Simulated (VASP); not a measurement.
Set up this calculation in VASP 6.6.1, as the native input.

```
Task                   : single point
Functional             : LDA
Potentials or basis    : VASP PAW LDA potentials, release 64 (Si, Al)
Cutoff                 : 520 eV
k mesh                 : 2 × 2 × 2
Occupations            : gaussian, width 0.05 eV
Spin                   : collinear spin, ferromagnetic start
Starting moments       : [0.0, 0.0, 0.0, 0.0, 0.0, 0.0, 0.0, 0.0, 0.0, 0.0, 0.0, 0.0, 0.0, 0.0, 0.0, 0.0, 1.0] μB
Dipole correction      : no
Further INCAR settings : LREAL = Auto; ALGO = Normal; EDIFF = 1e-06; NBANDS = 52
```

The structure of AlSi16 (a cell with a defect) lies in POSCAR:

```
AlSi16
1.0
    0.0000000000      5.4300000000      5.4300000000
    5.4300000000      0.0000000000      5.4300000000
    5.4300000000      5.4300000000      0.0000000000
Si Al
16 1
Direct
   -0.0023438866      0.0003946153      0.0011142441
    0.1273304349      0.1229791809      0.1236880039
    0.0050742843     -0.0135710535      0.5043576725
    0.1272888171      0.1229961976      0.6262697234
    0.0050426928      0.5036900207     -0.0127933296
    0.1273862199      0.6255740865      0.1236523782
    0.0050596980      0.5037213529      0.5043163171
    0.1260982940      0.6241860029      0.6250174144
    0.5021971884      0.0005803700      0.0013080241
    0.6263618810      0.1240220164      0.1250035057
    0.5021622242      0.0005455843      0.4963024796
    0.6244559987      0.1229097904      0.6264735456
    0.5022484024      0.4953336289      0.0013517442
    0.6244242803      0.6257654679      0.1235672194
    0.4882659072      0.5035816293      0.5041950066
    0.6244368724      0.6257275566      0.6265201493
    0.8760345910      0.3742737528      0.3749905013
```

These files were run (other wordings do the same):

INCAR

```
SYSTEM = AlSi16
PREC = Accurate
ENCUT = 520
EDIFF = 1E-6
ISMEAR = 0
SIGMA = 0.05
LREAL = Auto
LASPH = .TRUE.
NELM = 150
ALGO = Normal
ISIF = 2
LWAVE = .FALSE.
LCHARG = .FALSE.
ISPIN = 2
MAGMOM = 0 0 0 0 0 0 0 0 0 0 0 0 0 0 0 0 1
LORBIT = 11
NBANDS = 52
```

KPOINTS

```
Automatic mesh
0
G
  2 2 2
  0 0 0
```

Potentials or basis: VASP PAW LDA potentials, release 64 (Si, Al).

Command:

```bash
$ cat potpaw_LDA.64/Si/POTCAR potpaw_LDA.64/Al/POTCAR > POTCAR
$ mpirun -np 1 vasp_std > vasp.out
```

Results of the run:

The pressure is 1.8 GPa and the largest force is 0.023 eV/Å. The net moment is 0.00 μB per cell and the valence electrons inside the program's atomic spheres are Si 1.71, 1.69, 1.72, 1.76; Al 0.86.

Caveat: the k points lie up to 0.50 Å⁻¹ apart.

Run time: 3.2 min on 1 thread of Intel(R) Xeon(R) 6975P-C (Granite Rapids) (shared host), peak memory 0.48 GiB.
